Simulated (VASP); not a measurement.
# SiO2 (P4_2/mnm) in VASP: a series of runs

Runs on SiO2. Level: PBE. Tasks: single point.

Program: VASP 6.6.1. These are calculated values, not measurements. Logs are shortened: lines on timing, memory, paths and dates and some standing lists are left out, and cuts for length are marked.

## Step 1: The cell of the first run

The structure is tetragonal, space group P4_2/mnm (No. 136). The conventional cell has a = 4.180 Å, b = 4.180 Å, c = 2.614 Å, α = 90.00°, β = 90.00°, γ = 90.00°. Within 2.3 Å of Si (site symmetry mmm) lie 6 O at 1.74 to 1.81 Å. Within 2.3 Å of O (site symmetry m2m) lie 3 Si at 1.74 to 1.81 Å and 1 O at 2.29 Å.

## Step 2: Single point, PBE (zz strain of -2 %)

Contents of INCAR:

```
SYSTEM = SiO2
PREC = Accurate ; ENCUT = 520
EDIFF = 1E-6 ; ISMEAR = -1
SIGMA = 0.03 ; LREAL = .FALSE.
LASPH = .TRUE. ; NELM = 80
ALGO = Normal ; ISIF = 2
LWAVE = .FALSE. ; LCHARG = .TRUE.
GGA = PE ; LELF = .TRUE.
LVHAR = .TRUE. ; NBANDS = 25
```

Contents of KPOINTS:

```
Automatic mesh
0
G
  6 6 9
  0 0 0
```

Contents of POSCAR:

```
SiO2
1.0
    4.1801000000      0.0000000000      0.0000000000
    0.0000000000      4.1801000000      0.0000000000
    0.0000000000      0.0000000000      2.6144440000
Si O
2 4
Direct
    0.0000000000      0.0000000000      0.0000000000
    0.5000000000      0.5000000000      0.5000000000
    0.3067000000      0.3067000000      0.0000000000
    0.1933000000      0.8067000000      0.5000000000
    0.6933000000      0.6933000000      0.0000000000
    0.8067000000      0.1933000000      0.5000000000
```

Potentials or basis: VASP PAW PBE potentials, release 64 (Si, O).

Command:

```bash
> cat potpaw_PBE.64/Si/POTCAR potpaw_PBE.64/O/POTCAR > POTCAR
> mpirun -np 1 vasp_std > vasp.out
```

OUTCAR:

```text
SYSTEM = SiO2
   PREC = Accurate
   ENCUT = 520
   EDIFF = 1E-6
   ISMEAR = -1
   LREAL = .FALSE.
   LASPH = .TRUE.
   NELM = 80
   ISIF = 2
   GGA = PE

 ion  position               nearest neighbor table
   1  0.000  0.000  0.000-   4 1.74   6 1.74   4 1.74   6 1.74   5 1.81   3 1.81
   2  0.500  0.500  0.500-   3 1.74   5 1.74   3 1.74   5 1.74   4 1.81   6 1.81
   3  0.307  0.307  0.000-   2 1.74   2 1.74   1 1.81
   4  0.193  0.807  0.500-   1 1.74   1 1.74   2 1.81
   5  0.693  0.693  0.000-   2 1.74   2 1.74   1 1.81
   6  0.807  0.193  0.500-   1 1.74   1 1.74   2 1.81

  LATTYP: Found a simple tetragonal cell.
 ALAT       =     4.1801000000
 C/A-ratio  =     0.6254501088

  Lattice vectors:

 A1 = (   4.1801000000,   0.0000000000,   0.0000000000)
 A2 = (   0.0000000000,   4.1801000000,   0.0000000000)
 A3 = (   0.0000000000,   0.0000000000,   2.6144440000)

Analysis of symmetry for initial positions (statically):
=====================================================================
 Subroutine PRICEL returns:
 Original cell was already a primitive cell.

 Routine SETGRP: Setting up the symmetry group for a
 simple tetragonal supercell.

 Subroutine GETGRP returns: Found 16 space group operations
 (whereof  8 operations were pure point group operations)
 out of a pool of 16 trial point group operations.

The static configuration has the point symmetry D_2h.
 The point group associated with its full space group is D_4h.

Analysis of symmetry for dynamics (positions and initial velocities):
=====================================================================
 Subroutine PRICEL returns:
 Original cell was already a primitive cell.

 Routine SETGRP: Setting up the symmetry group for a
 simple tetragonal supercell.

 Subroutine GETGRP returns: Found 16 space group operations
 (whereof  8 operations were pure point group operations)
 out of a pool of 16 trial point group operations.

The dynamic configuration has the point symmetry D_2h.
 The point group associated with its full space group is D_4h.

 Subroutine INISYM returns: Found 16 space group operations
 (whereof  8 operations are pure point group operations),
 and found     1 'primitive' translations

----------------------------------------------------------------------------------------

                                     Primitive cell

  volume of cell :      45.6828

  direct lattice vectors                    reciprocal lattice vectors
     4.180100000  0.000000000  0.000000000     0.239228727  0.000000000  0.000000000
     0.000000000  4.180100000  0.000000000     0.000000000  0.239228727  0.000000000
     0.000000000  0.000000000  2.614444000     0.000000000  0.000000000  0.382490503

  length of vectors
     4.180100000  4.180100000  2.614444000     0.239228727  0.239228727  0.382490503

  position of ions in fractional coordinates (direct lattice)
     0.000000000  0.000000000  0.000000000
     0.500000000  0.500000000  0.500000000
     0.306700000  0.306700000  0.000000000
     0.193300000  0.806700000  0.500000000
     0.693300000  0.693300000  0.000000000
     0.806700000  0.193300000  0.500000000

  ion indices of the primitive-cell ions
   primitive index   ion index
                 1           1
                 2           2
                 3           3
                 4           4
                 5           5
                 6           6

----------------------------------------------------------------------------------------

 KPOINTS: Automatic mesh

Automatic generation of k-mesh.
 Grid dimensions read from file:
 generate k-points for:    6    6    9

 Generating k-lattice:

  Cartesian coordinates                     Fractional coordinates (reciprocal lattice)
     0.039871454  0.000000000  0.000000000     0.166666667  0.000000000  0.000000000
     0.000000000  0.039871454  0.000000000     0.000000000  0.166666667  0.000000000
     0.000000000  0.000000000  0.042498945     0.000000000  0.000000000  0.111111111

  Length of vectors
     0.039871454  0.039871454  0.042498945

  Shift w.r.t. Gamma in fractional coordinates (k-lattice)
     0.000000000  0.000000000  0.000000000

 Subroutine IBZKPT returns following result:
 ===========================================

 Found     50 irreducible k-points:

 Following reciprocal coordinates:
            Coordinates               Weight
  0.000000  0.000000  0.000000      1.000000
  0.166667  0.000000  0.000000      4.000000
  0.333333  0.000000  0.000000      4.000000
  0.500000  0.000000  0.000000      2.000000
  0.166667  0.166667  0.000000      4.000000
  0.333333  0.166667  0.000000      8.000000
[... 16 lines left out ...]
  0.333333  0.000000  0.222222      8.000000
  0.500000  0.000000  0.222222      4.000000
 [... further k-points ...]
   k-points           NKPTS =     50   k-points in BZ     NKDIM =     50   number of bands    NBANDS=     25
   number of dos      NEDOS =    301   number of ions     NIONS =      6
   total plane-waves  NPLWV =  20480
   dimension x,y,z NGX =    32 NGY =   32 NGZ =   20
   dimension x,y,z NGXF=    64 NGYF=   64 NGZF=   40
   ions per type =               2   4
   NGX,Y,Z   is equivalent  to a cutoff of  12.73, 12.73, 12.72 a.u.
   NGXF,Y,Z  is equivalent  to a cutoff of  25.45, 25.45, 25.43 a.u.
 SYSTEM =  SiO2
   PREC   = accura    normal or accurate (medium, high low for compatibility)
   ISTART =      0    job   : 0-new  1-cont  2-samecut
   ICHARG =      2    charge: 1-file 2-atom 10-const
   ISPIN  =      1    spin polarized calculation?
   LNONCOLLINEAR =      F non collinear calculations
   LSORBIT =      F    spin-orbit coupling
   LASPH  =      T    aspherical Exc in radial PAW
   ENCUT  =  520.0 eV  38.22 Ry    6.18 a.u.   7.77  7.77  4.86*2*pi/ulx,y,z
   NELM   =     80;   NELMIN=  2; NELMDL= -5     # of ELM steps
   EDIFF  = 0.1E-05   stopping-criterion for ELM
   LREAL  =      F    real-space projection
   EDIFFG = 0.1E-04   stopping-criterion for IOM
   NSW    =      0    number of steps for IOM
   IBRION =     -1    ionic relax: 0-MD 1-quasi-New 2-CG
   NFREE  =      0    steps in history (QN), initial steepest desc. (CG)
   ISIF   =      2    stress and relaxation
   ISYM   =      2    0-nonsym 1-usesym 2-fastsym
   POTIM  = 0.5000    time-step for ionic-motion
   TEBEG  =    0.0;   TEEND  =   0.0 temperature during run
   PSTRESS=    0.0 pullay stress
   NELECT =      32.0000    total number of electrons
   NUPDOWN=      -1.0000    fix difference up-down
   EMIN   =  10.00;   EMAX   =-10.00  energy-range for DOS
   EFERMI =   0.00;   METHOD = LEGACY
   ISMEAR =    -1;   SIGMA  =   0.03  broadening in eV -4-tet -1-fermi 0-gaus
   EFERMI_NEDOS =   21; number of points for ismear=-14 and -15
   IALGO  =     38    algorithm
   IMIX   =      4    mixing-type and parameters
     AMIX     =   0.40;   BMIX     =  1.00
     AMIX_MAG =   1.60;   BMIX_MAG =  1.00
  volume/ion in A,a.u.               =       7.61        51.38
  Fermi-wavevector in a.u.,A,eV,Ry     =   1.453920  2.747511 28.761140  2.113884
  Thomas-Fermi vector in A             =   2.571131
   LORBIT       =      0    0 simple, 1 ext, 2 COOP (PROOUT), +10 PAW based schemes
   GGA     = PE    functional components
   LHFCALC =     F    Hartree Fock is set to
   AEXX    =    0.0000 exact exchange contribution
   IVDW    =     0    specifies the selected vdW correction
   LEPSILON=     F    determine dielectric tensor
   LRPA    =     F    only Hartree local field effects (RPA)
 non-spin polarized calculation
  energy-cutoff  :      520.00
  volume of cell :       45.68
 maximum number of plane-waves:      1246
 NGX is ok and might be reduce to    32
   NGX = 15   NGY = 15   NGZ =  9

 number of electron      32.0000001 magnetization

 Free energy of the ion-electron system (eV)
  ---------------------------------------------------
  ext. energy  EPLUGINS =         0.00000000
  ---------------------------------------------------
  free energy    TOTEN  =       -46.14071173 eV

  energy without entropy =      -46.14071173  energy(sigma->0) =      -46.14071173

 E-fermi :   9.0828     XC(G=0): -12.3603

 val. band max:        8.4624382306   @ k =   0.0000   0.0000   0.0000
 cond. band min:      14.5209429096   @ k =   0.0000   0.0000   0.0000
 fundamental gap:      6.0585046790
 Fermi energy:         9.0828265104

 k-point     1 :       0.0000    0.0000    0.0000
  band No.  band energies     occupation
      1     -14.3319      2.00000
      2     -10.6287      2.00000
      3     -10.6287      2.00000
      4     -10.4722      2.00000
      5      -2.4792      2.00000
      6       1.8435      2.00000
[... 17 lines left out ...]
     24      22.8100      0.00000
     25      24.5059      0.00000

 k-point     2 :       0.1667    0.0000    0.0000
  band No.  band energies     occupation
      1     -14.1861      2.00000
      2     -11.3399      2.00000
      3     -10.5546      2.00000
      4     -10.0647      2.00000
      5      -2.3042      2.00000
      6       1.0965      2.00000
[... 17 lines left out ...]
     24      22.2354      0.00000
     25      24.2594      0.00000

 k-point     3 :       0.3333    0.0000    0.0000
  band No.  band energies     occupation
      1     -13.7598      2.00000
      2     -12.2417      2.00000
      3     -10.3564      2.00000
      4      -9.9563      2.00000
      5      -1.8075      2.00000
      6      -0.0275      2.00000
[... 17 lines left out ...]
     24      22.5231      0.00000
     25      23.7866      0.00000

 k-point     4 :       0.5000    0.0000    0.0000
  band No.  band energies     occupation
      1     -13.0884      2.00000
      2     -13.0884      2.00000
      3     -10.1110      2.00000
      4     -10.1110      2.00000
      5      -1.0327      2.00000
      6      -1.0327      2.00000
[... 17 lines left out ...]
     24      22.5953      0.00000
     25      23.5312      0.00000
[... 477 lines left out ...]
 k-point    22 :       0.1667    0.0000    0.2222
  band No.  band energies     occupation
      1     -13.5214      2.00000
      2     -10.9851      2.00000
      3     -10.2343      2.00000
      4      -9.9673      2.00000
      5      -1.9928      2.00000
      6       1.2555      2.00000
[... 17 lines left out ...]
     24      22.4835      0.00000
     25      22.7822      0.00000

 k-point    23 :       0.3333    0.0000    0.2222
  band No.  band energies     occupation
      1     -13.1264      2.00000
      2     -11.7572      2.00000
      3     -10.0979      2.00000
      4      -9.8612      2.00000
      5      -1.3370      2.00000
      6       0.4122      2.00000
[... 17 lines left out ...]
     24      21.5552      0.00000
     25      22.6952      0.00000

 k-point    24 :       0.5000    0.0000    0.2222
  band No.  band energies     occupation
      1     -12.5125      2.00000
      2     -12.5125      2.00000
      3      -9.9410      2.00000
      4      -9.9410      2.00000
      5      -0.4942      2.00000
      6      -0.4942      2.00000
[... 17 lines left out ...]
     24      21.5166      0.00000
     25      22.6187      0.00000

 [... further k-points ...]
[... 5 lines left out ...]
  --------------------------------------------------------------------------------------
  -------------------------------------------------------------------------------------
  Total        4.2866693      4.2866693      8.0857036      0.0000000      0.0000000      0.0000000
  in kB      150.3411528    150.3411528    283.5800759      0.0000000      0.0000000      0.0000000
  external PRESSURE =     194.7541271 kB  Pullay stress =       0.0000000 kB

 VOLUME and BASIS-vectors are now :
 -----------------------------------------------------------------------------
  energy-cutoff  :      520.00
  volume of cell :       45.68
      direct lattice vectors                 reciprocal lattice vectors
     4.180100000  0.000000000  0.000000000     0.239228727  0.000000000  0.000000000
     0.000000000  4.180100000  0.000000000     0.000000000  0.239228727  0.000000000
     0.000000000  0.000000000  2.614444000     0.000000000  0.000000000  0.382490503

 POSITION                                       TOTAL-FORCE (eV/Angst)
 -----------------------------------------------------------------------------------
      0.00000      0.00000      0.00000        -0.000000      0.000000      0.000000
      2.09005      2.09005      1.30722        -0.000000      0.000000      0.000000
      1.28204      1.28204      0.00000        -0.211884     -0.211884     -0.000000
      0.80801      3.37209      1.30722         0.211884     -0.211884      0.000000
      2.89806      2.89806      0.00000         0.211884      0.211884      0.000000
      3.37209      0.80801      1.30722        -0.211884      0.211884      0.000000
 -----------------------------------------------------------------------------------
    total drift:                                0.000000      0.000000      0.000000

  FREE ENERGIE OF THE ION-ELECTRON SYSTEM (eV)
  ---------------------------------------------------
  free  energy   TOTEN  =       -46.1407117294 eV

  energy  without entropy=      -46.1407117293  energy(sigma->0) =      -46.14071173
```

Wall time 26 s (1 thread of Intel Xeon Platinum 8375C at 2.90GHz (Ice Lake), shared host); peak memory 0.17 GiB.

Results:

```yaml
Free_energy: -46.1407 eV
Pressure: 19.5 GPa
Largest_force: 0.300 eV/Å
Band_gap_on_the_k_mesh: 6.06 eV, direct
```

Forces in eV/Å, atoms in the order of the input:
```
Si   0.000  0.000  0.000
Si   0.000  0.000  0.000
O   -0.212 -0.212  0.000
O    0.212 -0.212  0.000
O    0.212  0.212  0.000
O   -0.212  0.212  0.000
```

Stress tensor (GPa, compression positive):
```
15.03  0.00  0.00
 0.00 15.03  0.00
 0.00  0.00 28.36
```

Caveat: the cell differs from its parent crystal (zz strain of -2 %). A k mesh can miss the band edges.

[end of part 1 of 2]
